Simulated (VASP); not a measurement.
# CdSnTe2: single point with LDA

The system is CdSnTe2.

```xyz
4
Lattice="2.2420 1.2944 7.1076 -2.2420 1.2944 7.1076 0.0000 -2.5888 7.1076" Properties=species:S:1:pos:R:3 pbc="T T T"
Te    0.0000    0.0000    5.4246
Te    0.0000    0.0000   15.8983
Sn    0.0000    0.0000   10.6614
Cd    0.0000    0.0000    0.0000
```

```json
{
  "Program": "VASP 6.6.1",
  "Task": "single point",
  "Functional": "LDA",
  "Potentials or basis": "VASP PAW LDA potentials, release 64 (Te, Sn_d, Cd)",
  "Cutoff": "520 eV",
  "k mesh": "6 × 6 × 6",
  "Occupations": "gaussian, width 0.1 eV",
  "Spin": "no spin polarisation"
}
```

- Pressure: -4.1 GPa
- Largest force: 0.073 eV/Å
- Band gap on the k mesh: zero (band 19 reaches 5.02 eV, above the bottom of band 20 at 4.51 eV)

Forces in eV/Å, atoms in the order of the input:
```
Te   0.000  0.000  0.073
Te   0.000  0.000 -0.073
Sn   0.000  0.000  0.000
Cd   0.000  0.000  0.000
```

Stress tensor (GPa, compression positive):
```
-4.23  0.00  0.00
 0.00 -4.23  0.00
 0.00  0.00 -3.92
```

Levels at points of the mesh, in eV from the Fermi level:
| k point | band 15 | band 16 | band 17 | band 18 | band 19 | band 20 | band 21 | band 22 | band 23 | band 24 |
| --- | --- | --- | --- | --- | --- | --- | --- | --- | --- | --- |
| (0.00, 0.00, 0.00) | -1.40 | -1.40 | -1.26 | -1.01 | -1.01 | 1.05 | 1.53 | 1.53 | 2.24 | 5.08 |
| (0.50, 0.00, 0.00) | -3.07 | -3.05 | -2.28 | -2.13 | -1.31 | -0.46 | 3.19 | 3.40 | 3.98 | 5.24 |
| (0.50, 0.50, 0.00) | -3.77 | -2.95 | -2.78 | -0.92 | -0.86 | 1.12 | 1.70 | 1.95 | 2.43 | 3.17 |
| (0.50, 0.50, 0.50) | -1.31 | -1.31 | -1.20 | -1.20 | 0.05 | 0.56 | 2.09 | 2.09 | 3.24 | 3.40 |

It took 2.7 min on 1 thread of Intel(R) Xeon(R) Platinum 8488C (Sapphire Rapids) (shared host), peak memory 0.39 GiB.

Caveat: spin-orbit coupling is left out, which moves the levels of the heavy elements.
